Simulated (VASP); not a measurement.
# AlHCl4 (P4/mmm) in VASP: a series of runs

Runs on AlHCl4. Level: PBE. Tasks: single point.

Everything below comes from runs of VASP 6.6.1. Logs are shortened: lines on timing, memory, paths and dates and some standing lists are left out, and cuts for length are marked.

### Step 1. The cell of the first run

Symmetry: P4/mmm, No. 123, tetragonal system. Conventional cell: a = 4.043 Å, b = 4.043 Å, c = 6.868 Å, α = 90.00°, β = 90.00°, γ = 90.00°. Al (site symmetry 4/mmm) has 10 Cl at 2.71 to 2.95 Å within 3.6 Å. Within 3.6 Å of H (site symmetry 4/mmm) lie 10 Cl at 2.71 to 2.95 Å. Within 1.9 Å of Cl (site symmetry 4mm) lie 1 Cl at 1.44 Å. Cl (site symmetry 4mm) has 1 Cl at 1.45 Å within 1.9 Å.

The cell was generated, and may not be a known phase.

### Step 2. Single point, PBE

The input, INCAR:

```
PREC = Accurate ; ENCUT = 520
EDIFF = 1E-6 ; ISMEAR = 0
SIGMA = 0.1 ; LREAL = F
LASPH = T ; NELM = 60
ALGO = Normal ; ISIF = 2
LWAVE = F ; LCHARG = F
GGA = PE ; NBANDS = 25
```

The input, KPOINTS:

```
Automatic mesh
0
Gamma
  4 4 4
```

The input, POSCAR:

```
AlHCl4
1.0
    4.0433142300      0.0000000000      0.0000000000
    0.0000000000      4.0433142300      0.0000000000
    0.0000000000      0.0000000000      6.8682491400
Al H Cl
1 1 4
Direct
    0.5000000000      0.5000000000      0.5000000000
    0.0000000000      0.0000000000      0.0000000000
    0.0000000000      0.0000000000      0.6051139800
    0.5000000000      0.5000000000      0.1052580000
    0.5000000000      0.5000000000      0.8947420000
    0.0000000000      0.0000000000      0.3948860200
```

Potentials or basis: VASP PAW PBE potentials, release 64 (Al, H, Cl).

Command:

```bash
cat potpaw_PBE.64/Al/POTCAR potpaw_PBE.64/H/POTCAR potpaw_PBE.64/Cl/POTCAR > POTCAR
mpirun -np 1 vasp_std > vasp.out
```

OUTCAR:

```text
PREC = Accurate
   ENCUT = 520
   EDIFF = 1E-6
   ISMEAR = 0
   LREAL = F
   LASPH = T
   NELM = 60
   ISIF = 2
   GGA = PE

 ion  position               nearest neighbor table
   1  0.500  0.500  0.500-   4 2.71   5 2.71   3 2.95   6 2.95   3 2.95   6 2.95   3 2.95   6 2.95
                             3 2.95   6 2.95
   2  0.000  0.000  0.000-
   3  0.000  0.000  0.605-   6 1.44   1 2.95   1 2.95   1 2.95   1 2.95
   4  0.500  0.500  0.105-   5 1.45   1 2.71
   5  0.500  0.500  0.895-   4 1.45   1 2.71
   6  0.000  0.000  0.395-   3 1.44   1 2.95   1 2.95   1 2.95   1 2.95

  LATTYP: Found a simple tetragonal cell.
 ALAT       =     4.0433142300
 C/A-ratio  =     1.6986681592

  Lattice vectors:

 A1 = (   4.0433142300,   0.0000000000,   0.0000000000)
 A2 = (   0.0000000000,   4.0433142300,   0.0000000000)
 A3 = (   0.0000000000,   0.0000000000,   6.8682491400)

Analysis of symmetry for initial positions (statically):
=====================================================================
 Subroutine PRICEL returns:
 Original cell was already a primitive cell.

 Routine SETGRP: Setting up the symmetry group for a
 simple tetragonal supercell.

 Subroutine GETGRP returns: Found 16 space group operations
 (whereof 16 operations were pure point group operations)
 out of a pool of 16 trial point group operations.

The static configuration has the point symmetry D_4h.

Analysis of symmetry for dynamics (positions and initial velocities):
=====================================================================
 Subroutine PRICEL returns:
 Original cell was already a primitive cell.

 Routine SETGRP: Setting up the symmetry group for a
 simple tetragonal supercell.

 Subroutine GETGRP returns: Found 16 space group operations
 (whereof 16 operations were pure point group operations)
 out of a pool of 16 trial point group operations.

The dynamic configuration has the point symmetry D_4h.

 Subroutine INISYM returns: Found 16 space group operations
 (whereof 16 operations are pure point group operations),
 and found     1 'primitive' translations

----------------------------------------------------------------------------------------

                                     Primitive cell

  volume of cell :     112.2848

  direct lattice vectors                    reciprocal lattice vectors
     4.043314230  0.000000000  0.000000000     0.247321861  0.000000000  0.000000000
     0.000000000  4.043314230  0.000000000     0.000000000  0.247321861  0.000000000
     0.000000000  0.000000000  6.868249140     0.000000000  0.000000000  0.145597514

  length of vectors
     4.043314230  4.043314230  6.868249140     0.247321861  0.247321861  0.145597514

  position of ions in fractional coordinates (direct lattice)
     0.500000000  0.500000000  0.500000000
     0.000000000  0.000000000  0.000000000
     0.000000000  0.000000000  0.605113980
     0.500000000  0.500000000  0.105258000
     0.500000000  0.500000000  0.894742000
     0.000000000  0.000000000  0.394886020

  ion indices of the primitive-cell ions
   primitive index   ion index
                 1           1
                 2           2
                 3           3
                 4           4
                 5           5
                 6           6

----------------------------------------------------------------------------------------

 KPOINTS: Automatic mesh

Automatic generation of k-mesh.
 Grid dimensions read from file:
 generate k-points for:    4    4    4

 Generating k-lattice:

  Cartesian coordinates                     Fractional coordinates (reciprocal lattice)
     0.061830465  0.000000000  0.000000000     0.250000000  0.000000000  0.000000000
     0.000000000  0.061830465  0.000000000     0.000000000  0.250000000  0.000000000
     0.000000000  0.000000000  0.036399378     0.000000000  0.000000000  0.250000000

  Length of vectors
     0.061830465  0.061830465  0.036399378

  Shift w.r.t. Gamma in fractional coordinates (k-lattice)
     0.000000000  0.000000000  0.000000000

 Subroutine IBZKPT returns following result:
 ===========================================

 Found     18 irreducible k-points:

 Following reciprocal coordinates:
            Coordinates               Weight
  0.000000  0.000000  0.000000      1.000000
  0.250000  0.000000  0.000000      4.000000
  0.500000  0.000000  0.000000      2.000000
  0.250000  0.250000  0.000000      4.000000
  0.500000  0.250000  0.000000      4.000000
  0.500000  0.500000  0.000000      1.000000
[... 10 lines left out ...]
  0.500000  0.250000  0.500000      4.000000
  0.500000  0.500000  0.500000      1.000000
   k-points           NKPTS =     18   k-points in BZ     NKDIM =     18   number of bands    NBANDS=     25
   number of dos      NEDOS =    301   number of ions     NIONS =      6
   total plane-waves  NPLWV =  48600
   dimension x,y,z NGX =    30 NGY =   30 NGZ =   54
   dimension x,y,z NGXF=    60 NGYF=   60 NGZF=  108
   ions per type =               1   1   4
   NGX,Y,Z   is equivalent  to a cutoff of  12.33, 12.33, 13.07 a.u.
   NGXF,Y,Z  is equivalent  to a cutoff of  24.67, 24.67, 26.14 a.u.
 SYSTEM =  unknown system
   PREC   = accura    normal or accurate (medium, high low for compatibility)
   ISTART =      0    job   : 0-new  1-cont  2-samecut
   ICHARG =      2    charge: 1-file 2-atom 10-const
   ISPIN  =      1    spin polarized calculation?
   LNONCOLLINEAR =      F non collinear calculations
   LSORBIT =      F    spin-orbit coupling
   LASPH  =      T    aspherical Exc in radial PAW
   ENCUT  =  520.0 eV  38.22 Ry    6.18 a.u.   7.52  7.52 12.77*2*pi/ulx,y,z
   NELM   =     60;   NELMIN=  2; NELMDL= -5     # of ELM steps
   EDIFF  = 0.1E-05   stopping-criterion for ELM
   LREAL  =      F    real-space projection
   EDIFFG = 0.1E-04   stopping-criterion for IOM
   NSW    =      0    number of steps for IOM
   IBRION =     -1    ionic relax: 0-MD 1-quasi-New 2-CG
   NFREE  =      0    steps in history (QN), initial steepest desc. (CG)
   ISIF   =      2    stress and relaxation
   ISYM   =      2    0-nonsym 1-usesym 2-fastsym
   POTIM  = 0.5000    time-step for ionic-motion
   TEBEG  =    0.0;   TEEND  =   0.0 temperature during run
   PSTRESS=    0.0 pullay stress
   NELECT =      32.0000    total number of electrons
   NUPDOWN=      -1.0000    fix difference up-down
   EMIN   =  10.00;   EMAX   =-10.00  energy-range for DOS
   EFERMI =   0.00;   METHOD = LEGACY
   ISMEAR =     0;   SIGMA  =   0.10  broadening in eV -4-tet -1-fermi 0-gaus
   EFERMI_NEDOS =   21; number of points for ismear=-14 and -15
   IALGO  =     38    algorithm
   IMIX   =      4    mixing-type and parameters
     AMIX     =   0.40;   BMIX     =  1.00
     AMIX_MAG =   1.60;   BMIX_MAG =  1.00
  volume/ion in A,a.u.               =      18.71       126.29
  Fermi-wavevector in a.u.,A,eV,Ry     =   1.077336  2.035870 15.791639  1.160653
  Thomas-Fermi vector in A             =   2.213245
   LORBIT       =      0    0 simple, 1 ext, 2 COOP (PROOUT), +10 PAW based schemes
   GGA     = PE    functional components
   LHFCALC =     F    Hartree Fock is set to
   AEXX    =    0.0000 exact exchange contribution
   IVDW    =     0    specifies the selected vdW correction
   LEPSILON=     F    determine dielectric tensor
   LRPA    =     F    only Hartree local field effects (RPA)
 non-spin polarized calculation
 Gauss-broadening in eV      SIGMA  =   0.10
  energy-cutoff  :      520.00
  volume of cell :      112.28
 maximum number of plane-waves:      3074
   NGX = 15   NGY = 15   NGZ = 25

 number of electron      32.0000002 magnetization

 Free energy of the ion-electron system (eV)
  ---------------------------------------------------
  ext. energy  EPLUGINS =         0.00000000
  ---------------------------------------------------
  free energy    TOTEN  =         6.30444273 eV

  energy without entropy =        6.30836954  energy(sigma->0) =        6.30640613

 E-fermi :   4.6087     XC(G=0):  -8.9839

 val. band max:        4.4913050662   @ k =   0.2500   0.0000   0.0000
 cond. band min:       4.6553426897   @ k =   0.5000   0.0000   0.5000
 fundamental gap:      0.1640376235
 Fermi energy:         4.6087161012

 k-point     1 :       0.0000    0.0000    0.0000
  band No.  band energies     occupation
      1     -21.9683      2.00000
      2     -20.7739      2.00000
      3     -10.0510      2.00000
      4      -8.9123      2.00000
      5      -5.9187      2.00000
      6      -5.9187      2.00000
[... 17 lines left out ...]
     24      11.0524      0.00000
     25      12.1105      0.00000

 k-point     2 :       0.2500    0.0000    0.0000
  band No.  band energies     occupation
      1     -21.9531      2.00000
      2     -20.7652      2.00000
      3      -9.9096      2.00000
      4      -9.0140      2.00000
      5      -6.5721      2.00000
      6      -5.8627      2.00000
[... 17 lines left out ...]
     24      12.0077      0.00000
     25      12.1015      0.00000

 k-point     3 :       0.5000    0.0000    0.0000
  band No.  band energies     occupation
      1     -21.9377      2.00000
      2     -20.7563      2.00000
      3      -9.7101      2.00000
      4      -9.1746      2.00000
      5      -6.9239      2.00000
      6      -5.8046      2.00000
[... 384 lines left out ...]
 k-point    17 :       0.5000    0.2500    0.5000
  band No.  band energies     occupation
      1     -21.9248      2.00000
      2     -20.7473      2.00000
      3      -9.6791      2.00000
      4      -9.2022      2.00000
      5      -6.5363      2.00000
      6      -6.1677      2.00000
[... 17 lines left out ...]
     24      11.4931      0.00000
     25      11.5376      0.00000

 k-point    18 :       0.5000    0.5000    0.5000
  band No.  band energies     occupation
      1     -21.9117      2.00000
      2     -20.7384      2.00000
      3      -9.6309      2.00000
      4      -9.1370      2.00000
      5      -6.4654      2.00000
      6      -6.4654      2.00000
[... 17 lines left out ...]
     24      11.1936      0.00000
     25      12.2363      0.00000

------------------------ aborting loop because EDIFF is reached ----------------------------------------

  FORCE on cell =-STRESS in cart. coord.  units (eV):
  Direction    XX          YY          ZZ          XY          YZ          ZX
  --------------------------------------------------------------------------------------
  -------------------------------------------------------------------------------------
  Total        3.0568267      3.0568267    129.2380877      0.0000000      0.0000000      0.0000000
  in kB       43.6174602     43.6174602   1844.0813549      0.0000000      0.0000000      0.0000000
  external PRESSURE =     643.7720918 kB  Pullay stress =       0.0000000 kB

 VOLUME and BASIS-vectors are now :
 -----------------------------------------------------------------------------
  energy-cutoff  :      520.00
  volume of cell :      112.28
      direct lattice vectors                 reciprocal lattice vectors
     4.043314230  0.000000000  0.000000000     0.247321861  0.000000000  0.000000000
     0.000000000  4.043314230  0.000000000     0.000000000  0.247321861  0.000000000
     0.000000000  0.000000000  6.868249140     0.000000000  0.000000000  0.145597514

 POSITION                                       TOTAL-FORCE (eV/Angst)
 -----------------------------------------------------------------------------------
      2.02166      2.02166      3.43412         0.000000      0.000000      0.000000
      0.00000      0.00000      0.00000         0.000000      0.000000      0.000000
      0.00000      0.00000      4.15607        -0.000000     -0.000000     45.213432
      2.02166      2.02166      0.72294        -0.000000      0.000000     42.027332
      2.02166      2.02166      6.14531         0.000000      0.000000    -42.027332
      0.00000      0.00000      2.71218         0.000000     -0.000000    -45.213432
 -----------------------------------------------------------------------------------
    total drift:                                0.000000      0.000000      0.000000

  FREE ENERGIE OF THE ION-ELECTRON SYSTEM (eV)
  ---------------------------------------------------
  free  energy   TOTEN  =         6.3044427254 eV

  energy  without entropy=        6.3083695367  energy(sigma->0) =        6.30640613
```

Run time: 37 s. Hardware: 1 thread of Intel Xeon 6975P-C (Granite Rapids), shared host; peak memory 0.22 GiB.

Results:

| Quantity | Value |
| --- | --- |
| Free energy | 6.3044 eV |
| Pressure | 64.4 GPa |
| Largest force | 45.213 eV/Å |
| Band gap on the k mesh | 0.16 eV (least direct gap 0.44 eV) |

Forces in eV/Å, atoms in the order of the input:
```
Al    0.000   0.000   0.000
H     0.000   0.000   0.000
Cl    0.000   0.000  45.213
Cl    0.000   0.000  42.027
Cl    0.000   0.000 -42.027
Cl    0.000   0.000 -45.213
```

Caveat: the stress differs along the axes, from 4 to 184 GPa; semilocal functionals underestimate gaps, and a narrow one can read as zero; forces of over 1 eV/Å act on the atoms, so gaps and moduli don't describe the material at rest.

### Step 3. Single point, PBE

This run uses another cell than the first one, of 31.49 Å³/atom.

The input, INCAR:

```
SYSTEM = AlHCl4
PREC     = Accurate       ! precision mode
ENCUT    = 520            ! plane-wave cutoff, eV
EDIFF    = 1E-6           ! SCF threshold, eV
ISMEAR   = 0              ! smearing method
SIGMA    = 0.1            ! smearing width, eV
LREAL    = .False.        ! projectors in reciprocal space
LASPH    = .True.         ! aspherical terms in the spheres
NELM     = 80             ! most SCF steps
ALGO     = Normal         ! electronic algorithm
ISIF     = 2              ! what is computed and relaxed
LWAVE    = .False.        ! write WAVECAR
LCHARG   = .True.         ! write CHGCAR
GGA      = PE             ! functional
LELF     = .True.         ! ELF
LVHAR    = .True.       
NBANDS   = 25             ! bands
```

The input, KPOINTS:

```
Automatic mesh
0
Gamma
  4 4 4
  0 0 0
```

The input, POSCAR:

```
AlHCl4
1.0
    5.1870178200      0.0000000000      0.0000000000
    0.0000000000      5.1870178200      0.0000000000
    0.0000000000      0.0000000000      7.0213840869
Al H Cl
1 1 4
Direct
    0.5000000000      0.5000000000      0.5000000000
    0.0000000000      0.0000000000      0.0000000000
    0.0000000000      0.0000000000      0.7736814650
    0.5000000000      0.5000000000      0.2155287766
    0.5000000000      0.5000000000      0.7844712234
    0.0000000000      0.0000000000      0.2263185350
```

Potentials or basis: VASP PAW PBE potentials, release 64 (Al, H, Cl).

Command:

```bash
cat potpaw_PBE.64/Al/POTCAR potpaw_PBE.64/H/POTCAR potpaw_PBE.64/Cl/POTCAR > POTCAR
mpirun -np 1 vasp_std > vasp.out
```

It took 47 s on 1 thread of Intel Xeon 6975P-C (Granite Rapids), shared host; peak memory 0.3 GiB.

It converged, with:

| Quantity | Value |
| --- | --- |
| Free energy | -17.7301 eV |
| Pressure | -0.1 GPa |
| Largest force | 0.049 eV/Å |
| Band gap on the k mesh | 1.26 eV (least direct gap 1.27 eV) |

Forces on the atoms (eV/Å):
```
Al   0.000  0.000  0.000
H    0.000  0.000  0.000
Cl   0.000  0.000  0.021
Cl   0.000  0.000  0.049
Cl   0.000  0.000 -0.049
Cl   0.000  0.000 -0.021
```

Stress tensor (GPa, compression positive):
```
 0.02  0.00  0.00
 0.00  0.02  0.00
 0.00  0.00 -0.23
```

Levels at points of the mesh, in eV from the valence-band top:
```tsv
k point	band 13	band 14	band 15	band 16	band 17	band 18	band 19	band 20
(0.00, 0.00, 0.00)	-0.43	-0.01	-0.01	-0.01	1.26	3.76	3.76	6.18
(0.50, 0.00, 0.00)	-0.63	-0.27	-0.16	-0.01	1.73	3.05	3.87	6.88
(0.50, 0.50, 0.00)	-0.42	-0.01	-0.01	0.00	1.81	3.08	3.08	6.14
(0.00, 0.00, 0.50)	-0.35	-0.35	-0.11	-0.11	2.16	4.08	4.08	6.45
(0.50, 0.00, 0.50)	-0.67	-0.52	-0.48	-0.28	2.49	3.48	4.15	7.62
(0.50, 0.50, 0.50)	-0.35	-0.35	-0.11	-0.11	2.64	3.44	3.44	7.65
```

A k mesh can miss the band edges.

### Step 4. Single point, PBE

This run uses another cell than the first one, of 31.66 Å³/atom.

The input, INCAR:

```
SYSTEM = AlHCl4
PREC = Accurate
ENCUT = 520
EDIFF = 1E-6
ISMEAR = 0
SIGMA = 0.02
LREAL = .FALSE.
LASPH = .TRUE.
NELM = 80
ALGO = Normal
ISIF = 2
LWAVE = .FALSE.
LCHARG = .FALSE.
GGA = PE
NBANDS = 25
```

The input, KPOINTS:

```
regular mesh
0
G
  6 6 4
  0 0 0
```

The input, POSCAR:

```
AlHCl4
1.0
    5.1993415218      0.0000000000      0.0000000000
    0.0000000000      5.1993415218      0.0000000000
    0.0000000000      0.0000000000      7.0269421313
Al H Cl
1 1 4
Direct
    0.5000000000      0.5000000000      0.5000000000
    0.0000000000      0.0000000000      0.0000000000
    0.0000000000      0.0000000000      0.7738301368
    0.5000000000      0.5000000000      0.2157642205
    0.5000000000      0.5000000000      0.7842357795
    0.0000000000      0.0000000000      0.2261698632
```

Command:

```bash
cat potpaw_PBE.64/Al/POTCAR potpaw_PBE.64/H/POTCAR potpaw_PBE.64/Cl/POTCAR > POTCAR
mpirun -np 1 vasp_std > vasp.out
```

Wall time 87 s (1 thread of Intel Xeon 6975P-C (Granite Rapids), shared host); peak memory 0.34 GiB.

It converged, with:

| Property | Result |
| --- | --- |
| Free energy | -17.7304 eV |
| Pressure | -0.1 GPa |
| Largest force | 0.042 eV/Å |
| Band gap on the k mesh | 1.26 eV (least direct gap 1.27 eV) |

Forces in eV/Å, atoms in the order of the input:
```
Al   0.000  0.000  0.000
H    0.000  0.000  0.000
Cl   0.000  0.000  0.026
Cl   0.000  0.000  0.042
Cl   0.000  0.000 -0.042
Cl   0.000  0.000 -0.026
```

Stress tensor (GPa, compression positive):
```
-0.02  0.00  0.00
 0.00 -0.02  0.00
 0.00  0.00 -0.25
```

Levels at points of the mesh, in eV from the valence-band top:
```
           k point  band 13  band 14  band 15  band 16  band 17  band 18  band 19  band 20
(0.00, 0.00, 0.00)    -0.43    -0.01    -0.01    -0.01     1.26     3.74     3.74     6.18
(0.50, 0.00, 0.00)    -0.63    -0.27    -0.16    -0.01     1.72     3.04     3.86     6.87
(0.50, 0.50, 0.00)    -0.43    -0.02    -0.02     0.00     1.80     3.07     3.07     6.13
(0.00, 0.00, 0.50)    -0.35    -0.35    -0.11    -0.11     2.15     4.06     4.06     6.45
(0.50, 0.00, 0.50)    -0.67    -0.52    -0.48    -0.28     2.47     3.46     4.13     7.60
(0.50, 0.50, 0.50)    -0.35    -0.35    -0.12    -0.12     2.62     3.43     3.43     7.63
```

### Step 5. Summary

| cell | k mesh | smearing | gap on the mesh (eV) | pressure (GPa) | largest force (eV/Å) |
| --- | --- | --- | --- | --- | --- |
| a = 4.043, b = 4.043, c = 6.868 Å, 6 atoms, atomic positions A | 4 × 4 × 4 | gaussian 0.1 eV | 0.16 | 64.4 | 45.21 |
| a = 5.187, b = 5.187, c = 7.021 Å, 6 atoms, atomic positions B | 4 × 4 × 4 | gaussian 0.1 eV | 1.26 | -0.1 | 0.05 |
| a = 5.199, b = 5.199, c = 7.027 Å, 6 atoms, atomic positions C | 6 × 6 × 4 | gaussian 0.02 eV | 1.26 | -0.1 | 0.04 |

Alike in all rows: task single point; level PBE; potentials or basis VASP PAW PBE potentials, release 64 (Al, H, Cl); no spin polarisation; cutoff (eV) 520.

Caveats: the stress differs along the axes, from 4 to 184 GPa (at least some runs); semilocal functionals underestimate gaps, and a narrow one can read as zero (at least some runs); forces of over 1 eV/Å act on the atoms, so gaps and moduli don't describe the material at rest (at least some runs).

Absolute energies hang on the potentials; compare differences alone.
